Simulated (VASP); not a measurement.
# HfH2 (I4/mmm) in VASP: notebook

HfH2 is run at these levels: LDA; tasks: electric field gradients.

Everything below comes from runs of VASP 6.6.1. Logs are shortened: lines on timing, memory, paths and dates and some standing lists are left out, and cuts for length are marked.

**1. The cell of the first run**

The structure is tetragonal, space group I4/mmm (No. 139). Conventional cell: a = 3.431 Å, b = 3.431 Å, c = 4.302 Å, α = 90.00°, β = 90.00°, γ = 90.00°. Hf (site symmetry 4/mmm) has 8 H at 2.02 Å within 2.7 Å. H (site symmetry -4m2) has 4 Hf at 2.02 Å and 6 H at 2.15 to 2.43 Å within 2.7 Å.

**2. Electric field gradients, LDA (8.44 Å³/atom)**

INCAR reads:

```
SYSTEM = HfH2
ALGO = Normal
EDIFF = 1E-8
ENCUT = 520
GGA = CA
ISIF = 2
ISMEAR = -1
LASPH = .True.
LCHARG = .False.
LEFG = .True.
LREAL = .False.
LWAVE = .False.
NBANDS = 13
NELM = 80
PREC = Accurate
SIGMA = 0.03
```

KPOINTS reads:

```
k-points
0
Gamma
  12 12 12
  0 0 0
```

POSCAR reads:

```
HfH2
1.0
   -1.7154971189      1.7154971189      2.1510301712
    1.7154971189     -1.7154971189      2.1510301712
    1.7154971189      1.7154971189     -2.1510301712
Hf H
1 2
Direct
    0.0000000000      0.0000000000      0.0000000000
    0.7500000000      0.2500000000      0.5000000000
    0.2500000000      0.7500000000      0.5000000000
```

Potentials or basis: VASP PAW LDA potentials, release 64 (Hf_pv, H).

Run with:

```console
cat potpaw_LDA.64/Hf_pv/POTCAR potpaw_LDA.64/H/POTCAR > POTCAR
mpirun -np 1 vasp_std > vasp.out
```

OUTCAR:

```text
SYSTEM = HfH2
   EDIFF = 1E-8
   ENCUT = 520
   GGA = CA
   ISIF = 2
   ISMEAR = -1
   LASPH = .True.
   LREAL = .False.
   NELM = 80
   PREC = Accurate

 ion  position               nearest neighbor table
   1  0.000  0.000  0.000-   2 2.02   3 2.02   2 2.02   3 2.02   2 2.02   3 2.02   2 2.02   3 2.02

   2  0.750  0.250  0.500-   1 2.02   1 2.02   1 2.02   1 2.02
   3  0.250  0.750  0.500-   1 2.02   1 2.02   1 2.02   1 2.02

  LATTYP: Found a body centered tetragonal cell.
 ALAT       =     3.4309942378
 C/A-ratio  =     1.2538815411

  Lattice vectors:

 A1 = (  -1.7154971189,   1.7154971189,   2.1510301712)
 A2 = (   1.7154971189,  -1.7154971189,   2.1510301712)
 A3 = (   1.7154971189,   1.7154971189,  -2.1510301712)

Analysis of symmetry for initial positions (statically):
=====================================================================
 Subroutine PRICEL returns:
 Original cell was already a primitive cell.

 Routine SETGRP: Setting up the symmetry group for a
 body centered tetragonal supercell.

 Subroutine GETGRP returns: Found 16 space group operations
 (whereof 16 operations were pure point group operations)
 out of a pool of 16 trial point group operations.

The static configuration has the point symmetry D_4h.

Analysis of symmetry for dynamics (positions and initial velocities):
=====================================================================
 Subroutine PRICEL returns:
 Original cell was already a primitive cell.

 Routine SETGRP: Setting up the symmetry group for a
 body centered tetragonal supercell.

 Subroutine GETGRP returns: Found 16 space group operations
 (whereof 16 operations were pure point group operations)
 out of a pool of 16 trial point group operations.

The dynamic configuration has the point symmetry D_4h.

 Subroutine INISYM returns: Found 16 space group operations
 (whereof 16 operations are pure point group operations),
 and found     1 'primitive' translations

----------------------------------------------------------------------------------------

                                     Primitive cell

  volume of cell :      25.3213

  direct lattice vectors                    reciprocal lattice vectors
    -1.715497119  1.715497119  2.151030171     0.000000000  0.291460705  0.232446763
     1.715497119 -1.715497119  2.151030171     0.291460705  0.000000000  0.232446763
     1.715497119  1.715497119 -2.151030171     0.291460705  0.291460705  0.000000000

  length of vectors
     3.242343524  3.242343524  3.242343524     0.372801341  0.372801341  0.412187682

  position of ions in fractional coordinates (direct lattice)
     0.000000000  0.000000000  0.000000000
     0.750000000  0.250000000  0.500000000
     0.250000000  0.750000000  0.500000000

  ion indices of the primitive-cell ions
   primitive index   ion index
                 1           1
                 2           2
                 3           3

----------------------------------------------------------------------------------------

 KPOINTS: k-points

Automatic generation of k-mesh.
 Grid dimensions read from file:
 generate k-points for:   12   12   12

 Generating k-lattice:

  Cartesian coordinates                     Fractional coordinates (reciprocal lattice)
     0.000000000  0.024288392  0.019370564     0.083333333 -0.000000000  0.000000000
     0.024288392  0.000000000  0.019370564    -0.000000000  0.083333333  0.000000000
     0.024288392  0.024288392  0.000000000     0.000000000  0.000000000  0.083333333

  Length of vectors
[... 43 lines left out ...]
   NGX,Y,Z   is equivalent  to a cutoff of  12.31, 12.31, 12.31 a.u.
   NGXF,Y,Z  is equivalent  to a cutoff of  24.61, 24.61, 24.61 a.u.
 SYSTEM =  HfH2
   PREC   = accura    normal or accurate (medium, high low for compatibility)
   ISTART =      0    job   : 0-new  1-cont  2-samecut
   ICHARG =      2    charge: 1-file 2-atom 10-const
   ISPIN  =      1    spin polarized calculation?
   LNONCOLLINEAR =      F non collinear calculations
   LSORBIT =      F    spin-orbit coupling
   LASPH  =      T    aspherical Exc in radial PAW
   ENCUT  =  520.0 eV  38.22 Ry    6.18 a.u.   6.03  6.03  6.03*2*pi/ulx,y,z
   NELM   =     80;   NELMIN=  2; NELMDL= -5     # of ELM steps
   EDIFF  = 0.1E-07   stopping-criterion for ELM
   LREAL  =      F    real-space projection
   EDIFFG = 0.1E-06   stopping-criterion for IOM
   NSW    =      0    number of steps for IOM
   IBRION =     -1    ionic relax: 0-MD 1-quasi-New 2-CG
   NFREE  =      0    steps in history (QN), initial steepest desc. (CG)
   ISIF   =      2    stress and relaxation
   ISYM   =      2    0-nonsym 1-usesym 2-fastsym
   POTIM  = 0.5000    time-step for ionic-motion
   TEBEG  =    0.0;   TEEND  =   0.0 temperature during run
   PSTRESS=    0.0 pullay stress
   NELECT =      12.0000    total number of electrons
   NUPDOWN=      -1.0000    fix difference up-down
   EMIN   =  10.00;   EMAX   =-10.00  energy-range for DOS
   EFERMI =   0.00;   METHOD = LEGACY
   ISMEAR =    -1;   SIGMA  =   0.03  broadening in eV -4-tet -1-fermi 0-gaus
   EFERMI_NEDOS =   21; number of points for ismear=-14 and -15
   IALGO  =     38    algorithm
   IMIX   =      4    mixing-type and parameters
     AMIX     =   0.40;   BMIX     =  1.00
     AMIX_MAG =   1.60;   BMIX_MAG =  1.00
  volume/ion in A,a.u.               =       8.44        56.96
  Fermi-wavevector in a.u.,A,eV,Ry     =   1.276360  2.411970 22.165171  1.629094
  Thomas-Fermi vector in A             =   2.409020
   LORBIT       =      0    0 simple, 1 ext, 2 COOP (PROOUT), +10 PAW based schemes
   GGA     = CA    functional components
   LHFCALC =     F    Hartree Fock is set to
   AEXX    =    0.0000 exact exchange contribution
   IVDW    =     0    specifies the selected vdW correction
   LEPSILON=     F    determine dielectric tensor
   LRPA    =     F    only Hartree local field effects (RPA)
 non-spin polarized calculation
  energy-cutoff  :      520.00
  volume of cell :       25.32
 maximum number of plane-waves:       700
   NGX = 11   NGY = 11   NGZ = 11

 number of electron      12.0000002 magnetization

 Free energy of the ion-electron system (eV)
  ---------------------------------------------------
  ext. energy  EPLUGINS =         0.00000000
  ---------------------------------------------------
  free energy    TOTEN  =       -19.49206559 eV

  energy without entropy =      -19.49021939  energy(sigma->0) =      -19.49114249

 E-fermi :   5.4759     XC(G=0): -11.7893

 val. band max:        5.4660253100   @ k =  -0.0833   0.1667   0.0833
 cond. band min:       5.4857824901   @ k =  -0.2500  -0.2500   0.1667
 fundamental gap:      0.0197571801
 Fermi energy:         5.4759449503

 k-point     1 :       0.0000    0.0000    0.0000
  band No.  band energies     occupation
      1     -25.1653      2.00000
      2     -25.1653      2.00000
      3     -25.1038      2.00000
      4      -5.8895      2.00000
      5       4.3522      2.00000
      6       4.9760      2.00000
      7       4.9760      2.00000
      8       5.7775      0.00009
      9       7.4021      0.00000
     10       8.7914      0.00000
     11      17.1844      0.00000
     12      17.3652      0.00000
     13      17.6103      0.00000
[... 354 lines left out ...]
  band No.  band energies     occupation
      1     -25.6772      2.00000
      2     -25.3221      2.00000
      3     -25.2204      2.00000
      4      -2.8007      2.00000
      5      -0.0419      2.00000
      6       4.0861      2.00000
      7       6.4656      0.00000
      8       8.5759      0.00000
      9       9.6884      0.00000
     10      12.2655      0.00000
     11      13.4108      0.00000
     12      15.3809      0.00000
     13      17.2008      0.00000

 [... further k-points ...]

------------------------ aborting loop because EDIFF is reached ----------------------------------------

  FORCE on cell =-STRESS in cart. coord.  units (eV):
  Direction    XX          YY          ZZ          XY          YZ          ZX
  --------------------------------------------------------------------------------------
  -------------------------------------------------------------------------------------
  Total       -0.3238516     -0.3238516     -0.6146648      0.0000000      0.0000000      0.0000000
  in kB      -20.4913289    -20.4913289    -38.8921946      0.0000000      0.0000000      0.0000000
  external PRESSURE =     -26.6249508 kB  Pullay stress =       0.0000000 kB

 VOLUME and BASIS-vectors are now :
 -----------------------------------------------------------------------------
  energy-cutoff  :      520.00
  volume of cell :       25.32
      direct lattice vectors                 reciprocal lattice vectors
    -1.715497119  1.715497119  2.151030171     0.000000000  0.291460705  0.232446763
     1.715497119 -1.715497119  2.151030171     0.291460705  0.000000000  0.232446763
     1.715497119  1.715497119 -2.151030171     0.291460705  0.291460705  0.000000000

 POSITION                                       TOTAL-FORCE (eV/Angst)
 -----------------------------------------------------------------------------------
      0.00000      0.00000      0.00000         0.000000     -0.000000     -0.000000
      0.00000      1.71550      1.07552        -0.000000      0.000000     -0.000000
      1.71550      0.00000      1.07552         0.000000      0.000000      0.000000
 -----------------------------------------------------------------------------------
    total drift:                                0.000000      0.000000      0.000000

  FREE ENERGIE OF THE ION-ELECTRON SYSTEM (eV)
  ---------------------------------------------------
  free  energy   TOTEN  =       -19.4920655896 eV

  energy  without entropy=      -19.4902193890  energy(sigma->0) =      -19.49114249

 Electric field gradients (V/A^2)
---------------------------------------------------------------------
 ion       V_xx      V_yy      V_zz      V_xy      V_xz      V_yz
---------------------------------------------------------------------
   1      13.567    13.567   -27.134     0.001     0.001     0.001
   2       0.084     0.084    -0.168     0.001     0.001     0.001
   3       0.084     0.084    -0.168     0.001     0.001     0.001
---------------------------------------------------------------------

 Electric field gradients after diagonalization (V/A^2)
 (convention: |V_zz| > |V_xx| > |V_yy|)
----------------------------------------------------------------------
 ion       V_xx      V_yy      V_zz     asymmetry (V_yy - V_xx)/ V_zz
----------------------------------------------------------------------
   1      13.568    13.566   -27.134       0.000
   2       0.085     0.083    -0.168       0.016
   3       0.085     0.083    -0.168       0.016
----------------------------------------------------------------------

           NMR quadrupolar parameters

 Cq : quadrupolar parameter    Cq=e*Q*V_zz/h
 eta: asymmetry parameters     (V_yy - V_xx)/ V_zz
 Q  : nuclear electric quadrupole moment in mb (millibarn)
----------------------------------------------------------------------
 ion       Cq(MHz)       eta       Q (mb)
----------------------------------------------------------------------
   1      -0.066       0.000       1.000
   2      -0.000       0.016       1.000
   3      -0.000       0.016       1.000
----------------------------------------------------------------------
```

It took 15 s on 1 thread of Intel Xeon 6975P-C (Granite Rapids), shared host; peak memory 0.17 GiB.

Results:

```yaml
Free_energy: -19.4921 eV
Pressure: -2.7 GPa
Band_gap_on_the_k_mesh: zero (bands 6 and 7 overlap by 1.10 eV)
Largest_electric_field_gradient_by_atom: Hf -27.1; H -0.2 V/Å²
```

Stress tensor (GPa, compression positive):
```
-2.05  0.00  0.00
 0.00 -2.05  0.00
 0.00  0.00 -3.89
```

Levels at points of the mesh, in eV from the Fermi level:
```tsv
k point	band 4	band 5	band 6	band 7	band 8	band 9
(0.00, 0.00, 0.00)	-11.37	-1.12	-0.50	-0.50	0.30	1.93
(0.50, 0.00, 0.00)	-8.48	-5.00	-0.85	0.56	3.95	4.78
(0.50, 0.50, 0.00)	-6.73	-5.55	-4.21	4.09	4.34	5.51
(0.50, 0.50, 0.50)	-7.83	-4.12	-3.93	4.78	4.90	4.90
```

Electric field gradients, principal values (V/Å²):
| atom | least | middle | greatest (by size) |
| --- | --- | --- | --- |
| 1 Hf | 13.566 | 13.568 | -27.134 |
| 2 H | 0.083 | 0.085 | -0.168 |
| 3 H | 0.083 | 0.085 | -0.168 |

Caveat: without QUAD_EFG the Cq values of the log hold for a quadrupole moment of 1 mb, not for the nuclei; spin-orbit coupling is left out, which moves the levels of the heavy elements.

**3. Electric field gradients, LDA (8.44 Å³/atom)**

INCAR reads:

```
  PREC = Accurate
  ENCUT = 520
  EDIFF = 1E-8
  ISMEAR = -1
  SIGMA = 0.03
  LREAL = F
  LASPH = T
  NELM = 60
  ALGO = Normal
  ISIF = 2
  LWAVE = F
  LCHARG = F
  GGA = CA
  LEFG = T
  NBANDS = 13
```

KPOINTS reads:

```
Automatic mesh
0
Gamma
  12 12 12
```

POSCAR is that of step 2.

Potentials or basis: VASP PAW LDA potentials, release 64 (Hf_pv, H).

Run with:

```console
cat potpaw_LDA.64/Hf_pv/POTCAR potpaw_LDA.64/H/POTCAR > POTCAR
mpirun -np 1 vasp_std > vasp.out
```

OUTCAR:

```text
PREC = Accurate
   ENCUT = 520
   EDIFF = 1E-8
   ISMEAR = -1
   LREAL = F
   LASPH = T
   NELM = 60
   ISIF = 2
   GGA = CA

 ion  position               nearest neighbor table
   1  0.000  0.000  0.000-   2 2.02   3 2.02   2 2.02   3 2.02   2 2.02   3 2.02   2 2.02   3 2.02

   2  0.750  0.250  0.500-   1 2.02   1 2.02   1 2.02   1 2.02
   3  0.250  0.750  0.500-   1 2.02   1 2.02   1 2.02   1 2.02

  LATTYP: Found a body centered tetragonal cell.
 ALAT       =     3.4309942378
 C/A-ratio  =     1.2538815411

  Lattice vectors:

[... 603 lines left out ...]
  energy  without entropy=      -19.4902193890  energy(sigma->0) =      -19.49114249

 Electric field gradients (V/A^2)
---------------------------------------------------------------------
 ion       V_xx      V_yy      V_zz      V_xy      V_xz      V_yz
---------------------------------------------------------------------
   1      13.567    13.567   -27.134     0.001     0.001     0.001
   2       0.084     0.084    -0.168     0.001     0.001     0.001
   3       0.084     0.084    -0.168     0.001     0.001     0.001
---------------------------------------------------------------------

 Electric field gradients after diagonalization (V/A^2)
 (convention: |V_zz| > |V_xx| > |V_yy|)
----------------------------------------------------------------------
 ion       V_xx      V_yy      V_zz     asymmetry (V_yy - V_xx)/ V_zz
----------------------------------------------------------------------
   1      13.568    13.566   -27.134       0.000
   2       0.085     0.083    -0.168       0.016
   3       0.085     0.083    -0.168       0.016
----------------------------------------------------------------------

           NMR quadrupolar parameters

 Cq : quadrupolar parameter    Cq=e*Q*V_zz/h
 eta: asymmetry parameters     (V_yy - V_xx)/ V_zz
 Q  : nuclear electric quadrupole moment in mb (millibarn)
----------------------------------------------------------------------
 ion       Cq(MHz)       eta       Q (mb)
----------------------------------------------------------------------
   1      -0.066       0.000       1.000
   2      -0.000       0.016       1.000
   3      -0.000       0.016       1.000
----------------------------------------------------------------------
```

stdout:

```text
POSCAR found type information on POSCAR HfH
 POSCAR found :  2 types and       3 ions
 scaLAPACK will be used
 LDA part: xc-table for (Slater(with rela. corr.)+CA(PZ))
 , standard interpolation
 POSCAR, INCAR and KPOINTS ok, starting setup
 FFT: planning ... GRIDC
 FFT: planning ... GRID_SOFT
 FFT: planning ... GRID
 WAVECAR not read
 entering main loop
ion   1

ion   2

ion   3
```

Run time: 14 s. Hardware: 1 thread of Intel Xeon 6975P-C (Granite Rapids), shared host; peak memory 0.17 GiB.

Results:

* Free energy: -19.4921 eV
* Pressure: -2.7 GPa
* Band gap on the k mesh: zero (bands 6 and 7 overlap by 1.10 eV)
* Largest electric field gradient by atom: Hf -27.1; H -0.2 V/Å²

Electric field gradients, principal values (V/Å²):
```csv
atom,least,middle,greatest (by size)
1 Hf,13.566,13.568,-27.134
2 H,0.083,0.085,-0.168
3 H,0.083,0.085,-0.168
```

Caveat: without QUAD_EFG the Cq values of the log hold for a quadrupole moment of 1 mb, not for the nuclei; spin-orbit coupling is left out, which moves the levels of the heavy elements.

**4. Electric field gradients, LDA (zz strain of -2 %)**

INCAR reads:

```
PREC = Accurate ; ENCUT = 520
EDIFF = 1E-8 ; ISMEAR = -1
SIGMA = 0.03 ; LREAL = False
LASPH = True ; NELM = 100
ALGO = Normal ; ISIF = 2
LWAVE = False ; LCHARG = False
LEFG = True ; NBANDS = 13
```

KPOINTS is that of step 3.

POSCAR reads:

```
HfH2
1.0
   -1.7390000000      1.7390000000      2.1368900000
    1.7390000000     -1.7390000000      2.1368900000
    1.7390000000      1.7390000000     -2.1368900000
Hf H
1 2
Direct
    0.0000000000      0.0000000000      0.0000000000
    0.7500000000      0.2500000000      0.5000000000
    0.2500000000      0.7500000000      0.5000000000
```

Potentials or basis: VASP PAW LDA potentials, release 64 (Hf_pv, H).

Run with:

```console
cat potpaw_LDA.64/Hf_pv/POTCAR potpaw_LDA.64/H/POTCAR > POTCAR
mpirun -np 1 vasp_std > vasp.out
```

OUTCAR:

```text
PREC = Accurate
   ENCUT = 520
   EDIFF = 1E-8
   ISMEAR = -1
   LREAL = False
   LASPH = True
   NELM = 100
   ISIF = 2

 ion  position               nearest neighbor table
   1  0.000  0.000  0.000-   2 2.04   3 2.04   2 2.04   3 2.04   2 2.04   3 2.04   2 2.04   3 2.04

   2  0.750  0.250  0.500-   1 2.04   1 2.04   1 2.04   1 2.04
   3  0.250  0.750  0.500-   1 2.04   1 2.04   1 2.04   1 2.04

  LATTYP: Found a body centered tetragonal cell.
 ALAT       =     3.4780000000
 C/A-ratio  =     1.2288039103

  Lattice vectors:

[... 603 lines left out ...]
  energy  without entropy=      -19.4789690931  energy(sigma->0) =      -19.47974966

 Electric field gradients (V/A^2)
---------------------------------------------------------------------
 ion       V_xx      V_yy      V_zz      V_xy      V_xz      V_yz
---------------------------------------------------------------------
   1      15.053    15.053   -30.105     0.001     0.001     0.001
   2       0.122     0.122    -0.243     0.001     0.001     0.001
   3       0.122     0.122    -0.243     0.001     0.001     0.001
---------------------------------------------------------------------

 Electric field gradients after diagonalization (V/A^2)
 (convention: |V_zz| > |V_xx| > |V_yy|)
----------------------------------------------------------------------
 ion       V_xx      V_yy      V_zz     asymmetry (V_yy - V_xx)/ V_zz
----------------------------------------------------------------------
   1      15.053    15.052   -30.105       0.000
   2       0.123     0.120    -0.243       0.012
   3       0.123     0.120    -0.243       0.012
----------------------------------------------------------------------

           NMR quadrupolar parameters

 Cq : quadrupolar parameter    Cq=e*Q*V_zz/h
 eta: asymmetry parameters     (V_yy - V_xx)/ V_zz
 Q  : nuclear electric quadrupole moment in mb (millibarn)
----------------------------------------------------------------------
 ion       Cq(MHz)       eta       Q (mb)
----------------------------------------------------------------------
   1      -0.073       0.000       1.000
   2      -0.001       0.012       1.000
   3      -0.001       0.012       1.000
----------------------------------------------------------------------
```

Run time: 14 s. Hardware: 1 thread of Intel Xeon 6975P-C (Granite Rapids), shared host; peak memory 0.17 GiB.

What came out:

```yaml
Free_energy: -19.4805 eV
Pressure: -6.0 GPa
Band_gap_on_the_k_mesh: zero (bands 6 and 7 overlap by 1.20 eV)
Largest_electric_field_gradient_by_atom: Hf -30.1; H -0.2 V/Å²
```

Electric field gradients, principal values (V/Å²):
| atom | least | middle | greatest (by size) |
| --- | --- | --- | --- |
| 1 Hf | 15.052 | 15.053 | -30.105 |
| 2 H | 0.120 | 0.123 | -0.243 |
| 3 H | 0.120 | 0.123 | -0.243 |

Caveat: the cell differs from its parent crystal (zz strain of -2 %); the cell stands under tension; without QUAD_EFG the Cq values of the log hold for a quadrupole moment of 1 mb, not for the nuclei; spin-orbit coupling is left out, which moves the levels of the heavy elements.

(Part 1 of 2 ends here.)
